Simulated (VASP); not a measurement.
Wanted: the native input for a VASP 6.6.1 run.

- Task: single point
- Functional: PBEsol
- Potentials or basis: VASP PAW PBE potentials, release 64 (Ti_sv, Al)
- Cutoff: 520 eV
- k mesh: 10 × 8 × 8
- Occupations: gaussian, width 0.15 eV
- Spin: no spin polarisation
- Dipole correction: no
- Further INCAR settings: ALGO = Fast; EDIFF = 1e-07; NBANDS = 31

The structure of TiAl3 lies in POSCAR:

```
TiAl3
1.0
   -3.9479576782      0.0000000000      0.0000000000
    0.0000000000      3.9479576782      3.9479576782
    0.0000000000      3.9479576782     -3.9479576782
Ti Al
2 6
Direct
    0.0000000000      0.0000000000      0.0000000000
    0.0000000000      0.5000000000      0.5000000000
    0.5000000000      0.7268234598      0.7731765402
    0.5000000000      0.2731765402      0.2268234598
    0.5000000000      0.7268234598      0.2268234598
    0.5000000000      0.2731765402      0.7731765402
    1.0000000000      0.5000000000      0.0000000000
    1.0000000000      0.0000000000      0.5000000000
```

This cell differs from its parent crystal: mode 4 frozen in at +0.000 Å and mode 18 at -0.183 Å (largest displacements).

One way to write it, as run:

INCAR

```
  ALGO = Fast
  EDIFF = 1E-7
  ENCUT = 520
  GGA = PS
  ISIF = 2
  ISMEAR = 0
  LASPH = T
  LCHARG = T
  LELF = T
  LREAL = F
  LVHAR = T
  LWAVE = F
  NBANDS = 31
  NELM = 80
  PREC = Accurate
  SIGMA = 0.15
```

KPOINTS

```
k-points
0
Gamma
  10 8 8
```

Potentials or basis: VASP PAW PBE potentials, release 64 (Ti_sv, Al).

Launch:

```console
$ cat potpaw_PBE.64/Ti_sv/POTCAR potpaw_PBE.64/Al/POTCAR > POTCAR
$ mpirun -np 1 vasp_std > vasp.out
```

It gave:

The pressure is 2.5 GPa. The largest force is 1.784 eV/Å and the band gap on the k mesh is zero (band 21 reaches 9.34 eV, above the bottom of band 22 at 8.81 eV).

Caveat: the cell differs from its parent crystal (mode 4 frozen in at +0.000 Å and mode 18 at -0.183 Å (largest displacements)); the PAW data sets were made with another functional, which shifts forces and pressure a little.

Wall time 18 min on 1 thread of Intel(R) Xeon(R) Platinum 8259CL CPU @ 2.50GHz (Skylake/Cascade Lake), on a shared host, peak memory 0.41 GiB.
